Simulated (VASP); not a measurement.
Write the native input for VASP 6.6.1 that does the following.

| Property | Result |
| --- | --- |
| Task | single point |
| Functional | PBE |
| Potentials or basis | VASP PAW PBE potentials, release 64 (Mg, Cd, O) |
| Cutoff | 520 eV |
| k mesh | 12 × 12 × 4 |
| Occupations | gaussian, width 0.02 eV |
| Spin | no spin polarisation |
| Dipole correction | no |
| Further INCAR settings | ALGO = Normal; EDIFF = 1e-06; NBANDS = 26 |

The structure of Mg2CdO3 lies in POSCAR:

```
Mg2CdO3
1.0
    3.1183910023      0.0000000000      0.0000000000
   -1.5591955011      2.7006058269      0.0000000000
    0.0000000000      0.0000000000      7.7864618079
Mg Cd O
2 1 3
Direct
    0.3333333333      0.6666666667      0.3437190254
    0.6666666667      0.3333333333      0.6562809746
    0.0000000000      0.0000000000      0.0000000000
    0.6666666667      0.3333333333      0.1949729464
    0.3333333333      0.6666666667      0.8050270536
    0.0000000000      0.0000000000      0.5000000000
```

The input as run:

INCAR

```
ALGO = Normal ; EDIFF = 1E-6
ENCUT = 520 ; GGA = PE
ISIF = 2 ; ISMEAR = 0
LASPH = True ; LCHARG = True
LELF = True ; LREAL = False
LVHAR = True ; LWAVE = False
NBANDS = 26 ; NELM = 80
PREC = Accurate ; SIGMA = 0.02
```

KPOINTS

```
k-points
0
Gamma
  12 12 4
```

Potentials or basis: VASP PAW PBE potentials, release 64 (Mg, Cd, O).

Run with:

```console
$ cat potpaw_PBE.64/Mg/POTCAR potpaw_PBE.64/Cd/POTCAR potpaw_PBE.64/O/POTCAR > POTCAR
$ mpirun -np 1 vasp_std > vasp.out
```

Results of the run:

```json
{
  "Pressure": "0.1 GPa",
  "Largest force": "0.115 eV/Å",
  "Band gap on the k mesh": "1.93 eV, indirect (least direct gap 2.07 eV)"
}
```

Wall time 64 s on 1 thread of AMD EPYC 9R45 96-Core Processor (Zen 5), on a shared host, peak memory 0.22 GiB.
